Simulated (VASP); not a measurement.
# NiO in VASP: further runs

The runs below take NiO through single point, with PBE.

Program: VASP 6.6.1. These are calculated values, not measurements. Logs are shortened: lines on timing, memory, paths and dates and some standing lists are left out, and cuts for length are marked.

### 1 The cell of the first run

The cell holds a wire with vacuum, 2 atoms: a = 9.000 Å, b = 9.300 Å, c = 3.339 Å, α = 90.00°, β = 90.00°, γ = 90.00°.

### 2 Single point, PBE, collinear spin, ferromagnetic start

File INCAR:

```
ALGO     = Normal         # electronic algorithm
EDIFF    = 1E-6           # SCF threshold, eV
ENCUT    = 520            # plane-wave cutoff, eV
GGA      = PE             # functional
ISIF     = 2              # what is computed and relaxed
ISMEAR   = 0              # smearing method
ISPIN    = 2              # spin polarisation
LASPH    = True           # aspherical terms in the spheres
LCHARG   = False          # write CHGCAR
LMAXMIX  = 4              # l up to which the mixer works
LORBIT   = 11             # projections on sites
LREAL    = False          # projectors in reciprocal space
LWAVE    = False          # write WAVECAR
MAGMOM   = 1.6 0.5        # initial moments
NBANDS   = 19             # bands
NELM     = 150            # most SCF steps
PREC     = Accurate       # precision mode
SIGMA    = 0.05           # smearing width, eV
```

File KPOINTS:

```
k-points
0
Gamma
  1 1 17
```

File POSCAR:

```
NiO
1.0
    9.0000000000      0.0000000000      0.0000000000
    0.0000000000      9.3000000000      0.0000000000
    0.0000000000      0.0000000000      3.3391264343
Ni O
1 1
Direct
    0.5000000000      0.5000000000      0.0000000000
    0.5000000000      0.5000000000      0.5000000000
```

Potentials or basis: VASP PAW PBE potentials, release 64 (Ni, O).

Run with:

```bash
> cat potpaw_PBE.64/Ni/POTCAR potpaw_PBE.64/O/POTCAR > POTCAR
> mpirun -np 1 vasp_std > vasp.out
```

OUTCAR:

```text
EDIFF = 1E-6
   ENCUT = 520
   GGA = PE
   ISIF = 2
   ISMEAR = 0
   ISPIN = 2
   LASPH = True
   LORBIT = 11
   LREAL = False
   NELM = 150
   PREC = Accurate

 ion  position               nearest neighbor table
   1  0.500  0.500  0.000-   2 1.67   2 1.67
   2  0.500  0.500  0.500-   1 1.67   1 1.67

  LATTYP: Found a simple orthorhombic cell.
 ALAT       =     3.3391264343
 B/A-ratio  =     2.6953157292
 C/A-ratio  =     2.7851595868

  Lattice vectors:

 A1 = (   0.0000000000,   0.0000000000,   3.3391264343)
 A2 = (   9.0000000000,   0.0000000000,   0.0000000000)
 A3 = (   0.0000000000,   9.3000000000,   0.0000000000)

Analysis of symmetry for initial positions (statically):
=====================================================================
 Subroutine PRICEL returns:
 Original cell was already a primitive cell.

 Routine SETGRP: Setting up the symmetry group for a
 simple orthorhombic supercell.

 Subroutine GETGRP returns: Found  8 space group operations
 (whereof  8 operations were pure point group operations)
 out of a pool of  8 trial point group operations.

The static configuration has the point symmetry D_2h.

Analysis of symmetry for dynamics (positions and initial velocities):
=====================================================================
 Subroutine PRICEL returns:
 Original cell was already a primitive cell.

 Routine SETGRP: Setting up the symmetry group for a
 simple orthorhombic supercell.

 Subroutine GETGRP returns: Found  8 space group operations
 (whereof  8 operations were pure point group operations)
 out of a pool of  8 trial point group operations.

The dynamic configuration has the point symmetry D_2h.

Analysis of structural, dynamic, and magnetic symmetry:
=====================================================================
 Subroutine PRICEL returns:
 Original cell was already a primitive cell.

 Routine SETGRP: Setting up the symmetry group for a
 simple orthorhombic supercell.

 Subroutine GETGRP returns: Found  8 space group operations
 (whereof  8 operations were pure point group operations)
 out of a pool of  8 trial point group operations.

The overall configuration has the point symmetry D_2h.

 Subroutine INISYM returns: Found  8 space group operations
 (whereof  8 operations are pure point group operations),
 and found     1 'primitive' translations

----------------------------------------------------------------------------------------

                                     Primitive cell

  volume of cell :     279.4849

  direct lattice vectors                    reciprocal lattice vectors
     9.000000000  0.000000000  0.000000000     0.111111111  0.000000000  0.000000000
     0.000000000  9.300000000  0.000000000     0.000000000  0.107526882  0.000000000
     0.000000000  0.000000000  3.339126434     0.000000000  0.000000000  0.299479525

  length of vectors
     9.000000000  9.300000000  3.339126434     0.111111111  0.107526882  0.299479525

  position of ions in fractional coordinates (direct lattice)
     0.500000000  0.500000000  0.000000000
     0.500000000  0.500000000  0.500000000

  ion indices of the primitive-cell ions
   primitive index   ion index
                 1           1
                 2           2

----------------------------------------------------------------------------------------

 KPOINTS: k-points

Automatic generation of k-mesh.
 Grid dimensions read from file:
 generate k-points for:    1    1   17

 Generating k-lattice:

  Cartesian coordinates                     Fractional coordinates (reciprocal lattice)
     0.111111111  0.000000000  0.000000000     1.000000000  0.000000000  0.000000000
     0.000000000  0.107526882  0.000000000     0.000000000  1.000000000  0.000000000
     0.000000000  0.000000000  0.017616443     0.000000000  0.000000000  0.058823529

  Length of vectors
     0.111111111  0.107526882  0.017616443

  Shift w.r.t. Gamma in fractional coordinates (k-lattice)
     0.000000000  0.000000000  0.000000000

 Subroutine IBZKPT returns following result:
 ===========================================

 Found      9 irreducible k-points:

 Following reciprocal coordinates:
            Coordinates               Weight
  0.000000  0.000000  0.000000      1.000000
  0.000000  0.000000  0.058824      2.000000
  0.000000  0.000000  0.117647      2.000000
  0.000000  0.000000  0.176471      2.000000
  0.000000  0.000000  0.235294      2.000000
  0.000000  0.000000  0.294118      2.000000
  0.000000  0.000000  0.352941      2.000000
  0.000000  0.000000  0.411765      2.000000
  0.000000  0.000000  0.470588      2.000000
   k-points           NKPTS =      9   k-points in BZ     NKDIM =      9   number of bands    NBANDS=     19
   number of dos      NEDOS =    301   number of ions     NIONS =      2
   total plane-waves  NPLWV = 137200
   dimension x,y,z NGX =    70 NGY =   70 NGZ =   28
   dimension x,y,z NGXF=   140 NGYF=  140 NGZF=   56
   ions per type =               1   1
   NGX,Y,Z   is equivalent  to a cutoff of  12.93, 12.51, 13.94 a.u.
   NGXF,Y,Z  is equivalent  to a cutoff of  25.86, 25.03, 27.88 a.u.
 SYSTEM =  unknown system
   PREC   = accura    normal or accurate (medium, high low for compatibility)
   ISTART =      0    job   : 0-new  1-cont  2-samecut
   ICHARG =      2    charge: 1-file 2-atom 10-const
   ISPIN  =      2    spin polarized calculation?
   LNONCOLLINEAR =      F non collinear calculations
   LSORBIT =      F    spin-orbit coupling
   LASPH  =      T    aspherical Exc in radial PAW
   ENCUT  =  520.0 eV  38.22 Ry    6.18 a.u.  16.73 17.29  6.21*2*pi/ulx,y,z
   NELM   =    150;   NELMIN=  2; NELMDL= -5     # of ELM steps
   EDIFF  = 0.1E-05   stopping-criterion for ELM
   LREAL  =      F    real-space projection
   EDIFFG = 0.1E-04   stopping-criterion for IOM
   NSW    =      0    number of steps for IOM
   IBRION =     -1    ionic relax: 0-MD 1-quasi-New 2-CG
   NFREE  =      0    steps in history (QN), initial steepest desc. (CG)
   ISIF   =      2    stress and relaxation
   ISYM   =      2    0-nonsym 1-usesym 2-fastsym
   POTIM  = 0.5000    time-step for ionic-motion
   TEBEG  =    0.0;   TEEND  =   0.0 temperature during run
   PSTRESS=    0.0 pullay stress
   NELECT =      16.0000    total number of electrons
   NUPDOWN=      -1.0000    fix difference up-down
   EMIN   =  10.00;   EMAX   =-10.00  energy-range for DOS
   EFERMI =   0.00;   METHOD = LEGACY
   ISMEAR =     0;   SIGMA  =   0.05  broadening in eV -4-tet -1-fermi 0-gaus
   EFERMI_NEDOS =   21; number of points for ismear=-14 and -15
   IALGO  =     38    algorithm
   IMIX   =      4    mixing-type and parameters
     AMIX     =   0.40;   BMIX     =  1.00
     AMIX_MAG =   1.60;   BMIX_MAG =  1.00
  volume/ion in A,a.u.               =     139.74       943.03
  Fermi-wavevector in a.u.,A,eV,Ry     =   0.630951  1.192324  5.416462  0.398099
  Thomas-Fermi vector in A             =   1.693759
   LORBIT       =     11    0 simple, 1 ext, 2 COOP (PROOUT), +10 PAW based schemes
   GGA     = PE    functional components
   LHFCALC =     F    Hartree Fock is set to
   AEXX    =    0.0000 exact exchange contribution
   IVDW    =     0    specifies the selected vdW correction
   LEPSILON=     F    determine dielectric tensor
   LRPA    =     F    only Hartree local field effects (RPA)
 spin polarized calculation
 Gauss-broadening in eV      SIGMA  =   0.05
  energy-cutoff  :      520.00
  volume of cell :      279.48
 maximum number of plane-waves:      7542
 NGX is ok and might be reduce to    70
   NGX = 33   NGY = 35   NGZ = 13

 number of electron      16.0000004 magnetization       0.1176483

 Free energy of the ion-electron system (eV)
  ---------------------------------------------------
  ext. energy  EPLUGINS =         0.00000000
  ---------------------------------------------------
  free energy    TOTEN  =       -10.65183785 eV

  energy without entropy =      -10.64918102  energy(sigma->0) =      -10.65050943

 E-fermi :  -4.8807     XC(G=0):  -1.9904

 val. band max:       -4.9044791337   @ k =   0.0000   0.0000   0.4118
 cond. band min:      -4.8569942928   @ k =   0.0000   0.0000   0.4706
 fundamental gap:      0.0474848409
 Fermi energy:        -4.8807077643

 spin component 1

 k-point     1 :       0.0000    0.0000    0.0000
  band No.  band energies     occupation
      1     -23.7135      1.00000
      2      -8.8998      1.00000
      3      -8.0251      1.00000
      4      -8.0251      1.00000
      5      -6.4725      1.00000
      6      -6.4725      1.00000
[... 11 lines left out ...]
     18       3.4486      0.00000
     19       5.8150      0.00000
[... 155 lines left out ...]
 k-point     9 :       0.0000    0.0000    0.4706
  band No.  band energies     occupation
      1     -22.9019      1.00000
      2     -12.5401      1.00000
      3      -9.4800      1.00000
      4      -9.4800      1.00000
      5      -5.5063      1.00000
      6      -5.5063      1.00000
[... 11 lines left out ...]
     18       5.2864      0.00000
     19       5.4423      0.00000
 Fermi energy:        -4.8807077643

 spin component 2

 k-point     1 :       0.0000    0.0000    0.0000
  band No.  band energies     occupation
      1     -23.7080      1.00000
      2      -8.8773      1.00000
      3      -8.0246      1.00000
      4      -8.0245      1.00000
      5      -6.4226      1.00000
      6      -6.4226      1.00000
[... 11 lines left out ...]
     18       3.4680      0.00000
     19       5.8334      0.00000
[... 155 lines left out ...]
 k-point     9 :       0.0000    0.0000    0.4706
  band No.  band energies     occupation
      1     -22.8982      1.00000
      2     -12.4906      1.00000
      3      -9.4637      1.00000
      4      -9.4637      1.00000
      5      -5.4451      1.00000
      6      -5.4451      1.00000
[... 11 lines left out ...]
     18       5.2931      0.00000
     19       5.4607      0.00000

------------------------ aborting loop because EDIFF is reached ----------------------------------------

  FORCE on cell =-STRESS in cart. coord.  units (eV):
  Direction    XX          YY          ZZ          XY          YZ          ZX
  --------------------------------------------------------------------------------------
  -------------------------------------------------------------------------------------
  Total       -0.0285158     -0.0274666     -0.0249318      0.0000000      0.0000000     -0.0000000
  in kB       -0.1634697     -0.1574551     -0.1429242      0.0000000      0.0000000     -0.0000000
  external PRESSURE =      -0.1546164 kB  Pullay stress =       0.0000000 kB

 VOLUME and BASIS-vectors are now :
 -----------------------------------------------------------------------------
  energy-cutoff  :      520.00
  volume of cell :      279.48
      direct lattice vectors                 reciprocal lattice vectors
     9.000000000  0.000000000  0.000000000     0.111111111  0.000000000  0.000000000
     0.000000000  9.300000000  0.000000000     0.000000000  0.107526882  0.000000000
     0.000000000  0.000000000  3.339126434     0.000000000  0.000000000  0.299479525

 POSITION                                       TOTAL-FORCE (eV/Angst)
 -----------------------------------------------------------------------------------
      4.50000      4.65000      0.00000         0.000000      0.000000      0.000000
      4.50000      4.65000      1.66956         0.000000      0.000000      0.000000
 -----------------------------------------------------------------------------------
    total drift:                                0.000000      0.000000      0.000000

  FREE ENERGIE OF THE ION-ELECTRON SYSTEM (eV)
  ---------------------------------------------------
  free  energy   TOTEN  =       -10.6518378469 eV

  energy  without entropy=      -10.6491810174  energy(sigma->0) =      -10.65050943

 total charge

# of ion       s       p       d       tot
------------------------------------------
    1        0.563   0.563   8.310   9.436
    2        1.572   3.404   0.000   4.976
--------------------------------------------------
tot          2.135   3.967   8.310  14.412

 magnetization (x)

# of ion       s       p       d       tot
------------------------------------------
    1        0.029   0.001   0.065   0.095
    2       -0.000   0.001   0.000   0.000
--------------------------------------------------
tot          0.029   0.001   0.065   0.095
```

It took 90 s on 1 thread of Intel Xeon 6975P-C (Granite Rapids), shared host; peak memory 0.48 GiB.

What came out:

```yaml
Free_energy: -10.6518 eV
Net_moment: 0.12 μB per cell
Site_moments: Ni +0.10; O +0.00 μB
Valence_electrons_inside_the_program's_atomic_spheres: Ni 9.44; O 4.98
```

Levels at points of the mesh, in eV from the Fermi level:
Spin up:
```csv
k point,band 7,band 8,band 9,band 10,band 11,band 12
"(0.00, 0.00, 0.00)",-1.38,-0.68,-0.68,3.91,5.59,5.65
```
Spin down:
| k point | band 5 | band 6 | band 7 | band 8 | band 9 | band 10 | band 11 | band 12 | band 13 | band 14 |
| --- | --- | --- | --- | --- | --- | --- | --- | --- | --- | --- |
| (0.00, 0.00, 0.00) | -1.54 | -1.54 | -1.20 | -0.61 | -0.61 | 3.95 | 5.61 | 5.68 | 6.15 | 6.44 |

Caveat: semilocal functionals often make such compounds metallic where correlation or magnetic order opens a gap, which also shifts bond lengths. With open d or f shells a metallic result of PBE can be an artefact of self-interaction; +U or a hybrid may open a gap.

### 3 Single point, PBE, collinear spin, ferromagnetic start

File INCAR:

```
PREC = Accurate ; ENCUT = 520
EDIFF = 1E-7 ; ISMEAR = 0
SIGMA = 0.05 ; LREAL = F
LASPH = T ; NELM = 150
ALGO = Normal ; ISIF = 2
LWAVE = F ; LCHARG = F
ISPIN = 2 ; MAGMOM = 1.6 0.5
LORBIT = 11 ; LMAXMIX = 4
GGA = PE ; NBANDS = 19
```

File KPOINTS:

```
regular mesh
0
Gamma
  1 1 17
```

File POSCAR:

```
NiO
1.0
    9.0000000000      0.0000000000      0.0000000000
    0.0000000000      9.3000000000      0.0000000000
    0.0000000000      0.0000000000      3.3391116062
Ni O
1 1
Direct
    0.5000000000      0.5000000000     -0.0175001103
    0.5000000000      0.5000000000      0.4825001103
```

Potentials or basis: VASP PAW PBE potentials, release 64 (Ni, O).

Run with:

```bash
> cat potpaw_PBE.64/Ni/POTCAR potpaw_PBE.64/O/POTCAR > POTCAR
> mpirun -np 1 vasp_std > vasp.out
```

Wall time 95 s (1 thread of Intel Xeon 6975P-C (Granite Rapids), shared host); peak memory 0.48 GiB.

It converged, with:

- Free energy: -10.6518 eV
- Net moment: 0.12 μB per cell
- Site moments: Ni +0.10; O +0.00 μB
- Valence electrons inside the program's atomic spheres: Ni 9.44; O 4.98

Levels at points of the mesh, in eV from the Fermi level:
Spin up:
| k point | band 7 | band 8 | band 9 | band 10 | band 11 | band 12 |
| --- | --- | --- | --- | --- | --- | --- |
| (0.00, 0.00, 0.00) | -1.38 | -0.68 | -0.68 | 3.91 | 5.59 | 5.65 |
Spin down:
```
           k point  band 6  band 7  band 8  band 9  band 10  band 11  band 12  band 13
(0.00, 0.00, 0.00)   -1.54   -1.20   -0.61   -0.61     3.95     5.61     5.68     6.16
```

Caveat: semilocal functionals often make such compounds metallic where correlation or magnetic order opens a gap, which also shifts bond lengths.
